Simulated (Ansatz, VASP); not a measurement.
SnSe: VASP beside Ansatz

```
CELL_PARAMETERS angstrom
2.15500 -5.85250 0.00000
2.15500 5.85250 0.00000
0.00000 0.00000 4.31800
ATOMIC_POSITIONS crystal
Sn 0.88000 0.12000 0.25000
Sn 0.12000 0.88000 0.75000
Se 0.64400 0.35600 0.25000
Se 0.35600 0.64400 0.75000
```

Alike in both runs: task electric field gradients; functional PBE; k mesh 7 × 7 × 6; occupations fermi-dirac, width 0.03 eV; no spin polarisation.

|  | VASP | Ansatz |
| --- | --- | --- |
| version | VASP 6.6.1 | Ansatz 0.2.0 |
| potentials or method | VASP PAW PBE potentials, release 64 (Sn_d, Se) | PAW with Ansatz's default frozen-core files, scalar-relativistic |
| plane-wave cutoff (eV) | 520 | 420 |
| valence electrons in the cell | 40 | 60 |

Ansatz gave:

| Item | Value |
| --- | --- |
| pressure (GPa) | -0.5 |
| traceless stress, the component that is largest in VASP (GPa) | 0.68 |
| rms of the force components (eV/Å) | 0.115 |
| size of Vzz on the site where it differs most (V/Å²) | 125.7 |

Problem. Which values does VASP return?

Solution. Pressure (GPa): -0.5; traceless stress, the component that is largest in VASP (GPa): 0.70; rms of the force components (eV/Å): 0.110; size of Vzz on the site where it differs most (V/Å²): 120.4.

Atom by atom the forces differ by 0.006 eV/Å (rms over components). VASP's potentials hold 40 valence electrons a cell and Ansatz's 60, so a difference there can come from the potentials and not from the codes.
